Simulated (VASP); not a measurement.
Set up this calculation in VASP 6.6.1, as the native input.

- Task: G0W0 quasiparticle levels
- Functional: PBE
- Potentials or basis: VASP PAW PBE potentials, release 64 (B_GW, As_GW)
- Cutoff: 500 eV
- k mesh: 6 × 6 × 6
- Occupations: gaussian, width 0.01 eV
- Spin: no spin polarisation
- Dipole correction: no
- GW scheme: G0W0
- GW iterations: 1
- Cutoff of the response function: 200
- Frequency points: 96
- Empty bands: 202
- Further INCAR settings: ALGO = EVGW0; EDIFF = 1e-08; NBANDS = 206

Crystal: BAs.

```
B As
1.0
     0.00000    2.39187    2.39187
     2.39187    0.00000    2.39187
     2.39187    2.39187    0.00000
B As
1 1
Cartesian
  1.1959 1.1959 1.1959
  0.0000 0.0000 0.0000
```

The input as run:

POSCAR

```
BAs
1.0
    0.0000000000      2.3918674372      2.3918674372
    2.3918674372      0.0000000000      2.3918674372
    2.3918674372      2.3918674372      0.0000000000
B As
1 1
Direct
    0.2500000000      0.2500000000      0.2500000000
    0.0000000000      0.0000000000      0.0000000000
```

INCAR.step1

```
SYSTEM = BAs
  ALGO = Normal
  EDIFF = 1E-8
  ENCUT = 500
  GGA = PE
  ISMEAR = 0
  LASPH = .TRUE.
  LCHARG = .FALSE.
  LREAL = .FALSE.
  LWAVE = .TRUE.
  NELM = 60
  PREC = Accurate
  SIGMA = 0.01
```

INCAR.step2

```
SYSTEM = BAs
  ALGO = Exact
  EDIFF = 1E-8
  ENCUT = 500
  GGA = PE
  ISMEAR = 0
  ISTART = 1
  LASPH = .TRUE.
  LCHARG = .FALSE.
  LOPTICS = .TRUE.
  LREAL = .FALSE.
  LWAVE = .TRUE.
  NBANDS = 206
  NELM = 1
  PREC = Accurate
  SIGMA = 0.01
```

INCAR.step3

```
SYSTEM = BAs
  ALGO = EVGW0
  EDIFF = 1E-8
  ENCUT = 500
  ENCUTGW = 200
  GGA = PE
  ISMEAR = 0
  ISTART = 1
  LASPH = .TRUE.
  LCHARG = .FALSE.
  LREAL = .FALSE.
  LWAVE = .FALSE.
  NBANDS = 206
  NBANDSGW = 12
  NELMGW = 1
  NOMEGA = 96
  OMEGAMAX = 20
  PREC = Accurate
  PRECFOCK = Fast
  SIGMA = 0.01
```

KPOINTS

```
k-points
0
G
  6 6 6
  0 0 0
```

Potentials or basis: VASP PAW PBE potentials, release 64 (B_GW, As_GW).

Command:

```bash
$ cat potpaw_PBE.64/B_GW/POTCAR potpaw_PBE.64/As_GW/POTCAR > POTCAR
$ cp INCAR.step1 INCAR
$ mpirun -np 1 vasp_std > vasp.out
$ cp INCAR.step2 INCAR
$ mpirun -np 1 vasp_std > vasp.out
$ cp INCAR.step3 INCAR
$ mpirun -np 1 vasp_std > vasp.out
```

It gave:

The quasiparticle gap is 1.91 eV. The least direct quasiparticle gap is 4.11 eV. The band gap of the starting levels on the mesh is 1.27 eV and the least direct gap of the starting levels on the mesh is 3.27 eV.

Caveat: the k points lie up to 0.38 Å⁻¹ apart; bands, screening cutoff and mesh are small and nothing is extrapolated, so the quasiparticle values aren't converged.

It took 7.5 min on 1 thread of Intel(R) Xeon(R) Platinum 8488C (Sapphire Rapids) (shared host), peak memory 0.89 GiB.
